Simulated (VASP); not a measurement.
Set up this calculation in VASP 6.6.1, as the native input.

| Item | Value |
| --- | --- |
| Task | single point |
| Functional | PBE |
| Potentials or basis | VASP PAW PBE potentials, release 64 (In_d, P) |
| Cutoff | 520 eV |
| k mesh | 8 × 8 × 8 |
| Occupations | fermi-dirac, width 0.02 eV |
| Spin | no spin polarisation |
| Dipole correction | no |
| Further INCAR settings | ALGO = Normal; EDIFF = 1e-07; NBANDS = 16 |

The structure of InP lies in POSCAR:

```
InP
1.0
    0.0000000000      2.9242497585      2.9849027061
    2.9242497585      0.0000000000      2.9849027061
    2.9242497585      2.9242497585      0.0000000000
In P
1 1
Direct
    0.0000000000      0.0000000000      0.0000000000
    0.2500000000      0.2500000000      0.2500000000
```

This cell differs from its parent crystal: epitaxial xy strain -1.0%.

These files were run (other wordings do the same):

INCAR

```
SYSTEM = InP
ALGO     = Normal         ! electronic algorithm
EDIFF    = 1E-7           ! SCF threshold, eV
ENCUT    = 520            ! plane-wave cutoff, eV
GGA      = PE             ! functional
ISIF     = 2              ! what is computed and relaxed
ISMEAR   = -1             ! smearing method
LASPH    = .TRUE.         ! aspherical terms in the spheres
LCHARG   = .FALSE.        ! write CHGCAR
LREAL    = .FALSE.        ! projectors in reciprocal space
LWAVE    = .FALSE.        ! write WAVECAR
NBANDS   = 16             ! bands
NELM     = 100            ! most SCF steps
PREC     = Accurate       ! precision mode
SIGMA    = 0.02           ! smearing width, eV
```

KPOINTS

```
k-points
0
G
  8 8 8
  0 0 0
```

Potentials or basis: VASP PAW PBE potentials, release 64 (In_d, P).

The run is started by

```sh
$ cat potpaw_PBE.64/In_d/POTCAR potpaw_PBE.64/P/POTCAR > POTCAR
$ mpirun -np 1 vasp_std > vasp.out
```

Results of the run:

```
Pressure               : 2.3 GPa
Band gap on the k mesh : 0.60 eV, direct
```

Caveat: the cell differs from its parent crystal (epitaxial xy strain -1.0%); spin-orbit coupling is left out, which moves the levels of the heavy elements.

It took 17 s on 1 thread of Intel(R) Xeon(R) 6975P-C (Granite Rapids) (shared host), peak memory 0.19 GiB.
